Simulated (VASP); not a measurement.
Set up this calculation in VASP 6.6.1, as the native input.

```yaml
Task: single point
Functional: PBEsol
Potentials_or_basis: VASP PAW PBE potentials, release 64 (Cr_pv, Pb_d)
Cutoff: 520 eV
k_mesh: 12 × 12 × 12
Occupations: gaussian, width 0.1 eV
Spin: collinear spin, ferrimagnetic start
Starting_moments: "[2.86, -0.12] μB"
Fixed_moment: 2.5 μB
Dipole_correction: no
Further_INCAR_settings: ALGO = Normal; EDIFF = 1e-07; NBANDS = 24
```

The structure of CrPb lies in POSCAR:

```
CrPb
1.0
    3.4858517531      0.0000000000      0.0000000000
    0.0000000000      3.4858517531      0.0000000000
    0.0000000000      0.0000000000      3.4858517531
Cr Pb
1 1
Direct
    0.0000000000      0.0000000000      0.0000000000
    0.5000000000      0.5000000000      0.5000000000
```

The input as run:

INCAR

```
ALGO = Normal ; EDIFF = 1E-7
ENCUT = 520 ; GGA = PS
ISIF = 2 ; ISMEAR = 0
ISPIN = 2 ; LASPH = True
LCHARG = False ; LMAXMIX = 4
LORBIT = 11 ; LREAL = False
LWAVE = False ; MAGMOM = 2.86 -0.12
NBANDS = 24 ; NELM = 150
NUPDOWN = 2.5 ; PREC = Accurate
SIGMA = 0.1
```

KPOINTS

```
k-points
0
Gamma
  12 12 12
```

Potentials or basis: VASP PAW PBE potentials, release 64 (Cr_pv, Pb_d).

The run is started by

```sh
$ cat potpaw_PBE.64/Cr_pv/POTCAR potpaw_PBE.64/Pb_d/POTCAR > POTCAR
$ mpirun -np 1 vasp_std > vasp.out
```

Results of the run:

| Property | Result |
| --- | --- |
| Pressure | -8.5 GPa |
| Net moment | 2.50 μB per cell |
| Site moments | Cr +2.55; Pb -0.13 μB |
| Valence electrons inside the program's atomic spheres | Cr 10.51; Pb 12.06 |

Caveat: the PAW data sets were made with another functional, which shifts forces and pressure a little; the total moment is fixed, so each spin has its own Fermi level.

It took 3.2 min on 1 thread of Oxide Virtual Turin-like Processor (shared host), peak memory 0.23 GiB.
